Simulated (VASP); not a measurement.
## HfC: single point with PBE

HfC:

```
Hf C
1.0
     0.00000    2.30151    2.30151
     2.30151    0.00000    2.30151
     2.30151    2.30151    0.00000
Hf C
1 1
Cartesian
  2.3015 2.3015 2.3015
  0.0000 0.0000 0.0000
```

This cell differs from its parent crystal: volume scaled by 0.97.

```
Program             : VASP 6.6.1
Task                : single point
Functional          : PBE
Potentials or basis : VASP PAW PBE potentials, release 64 (Hf_pv, C)
Cutoff              : 520 eV
k mesh              : 12 × 12 × 12
Occupations         : fermi-dirac, width 0.05 eV
Spin                : no spin polarisation
```

```
Pressure               : 7.3 GPa
Band gap on the k mesh : zero (band 7 reaches 7.21 eV, above the bottom of band 8 at 5.76 eV)
```

Levels at points of the mesh, in eV from the Fermi level:
```csv
k point,band 4,band 5,band 6,band 7,band 8,band 9,band 10,band 11
"(0.00, 0.00, 0.00)",-12.48,1.00,1.00,1.00,1.38,1.38,1.38,3.47
"(0.50, 0.00, 0.00)",-8.56,-6.30,-3.11,-3.11,5.47,5.47,5.96,6.68
"(0.50, 0.50, 0.00)",-10.57,-2.57,-1.90,-0.08,-0.08,5.47,6.96,6.96
```

Run time: 13 s on 1 thread of Intel(R) Xeon(R) Platinum 8375C CPU @ 2.90GHz (Ice Lake) (shared host), peak memory 0.15 GiB.

Caveat: spin-orbit coupling is left out, which moves the levels of the heavy elements.
